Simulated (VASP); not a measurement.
Here is a VASP 6.6.1 calculation.

The input INCAR:

```
SYSTEM = BN
PREC = Accurate
ENCUT = 520
EDIFF = 1E-6
ISMEAR = 1
SIGMA = 0.05
LREAL = .False.
LASPH = .True.
NELM = 100
ALGO = Normal
ISIF = 2
LWAVE = .False.
LCHARG = .False.
GGA = PE
IVDW = 12
NBANDS = 16
```

KPOINTS

```
regular mesh
0
Gamma
  12 12 4
  0 0 0
```

Contents of POSCAR:

```
BN
1.0
    2.5061127838      0.0000000000      0.0000000000
   -1.2530563919      2.1703573356      0.0000000000
    0.0000000000      0.0000000000      6.5923998870
B N
2 2
Direct
   -0.0691507274      0.0000000000      0.5000000000
    0.4026039588      0.6666666667      0.0000000000
    0.0689367990      0.0000000000      0.0000000000
    0.5976373354      0.3333333333      0.5000000000
```

Potentials or basis: VASP PAW PBE potentials, release 64 (B, N).

Launch:

```console
$ cat potpaw_PBE.64/B/POTCAR potpaw_PBE.64/N/POTCAR > POTCAR
$ mpirun -np 1 vasp_std > vasp.out
```

**Question.** Estimate the band gap on the k mesh.

**Answer.** 3.86 eV (least direct gap 4.23 eV).

**Question.** What does it give for the largest force?

**Answer.** 0.024 eV/Å.

**Question.** Predict the dispersion energy per atom.

**Answer.** -0.142 eV.

Forces in eV/Å, atoms in the order of the input:
```
B    0.016 -0.004  0.000
B   -0.017  0.001  0.000
N   -0.014 -0.015  0.000
N    0.015  0.018  0.000
```

A k mesh can miss the band edges.
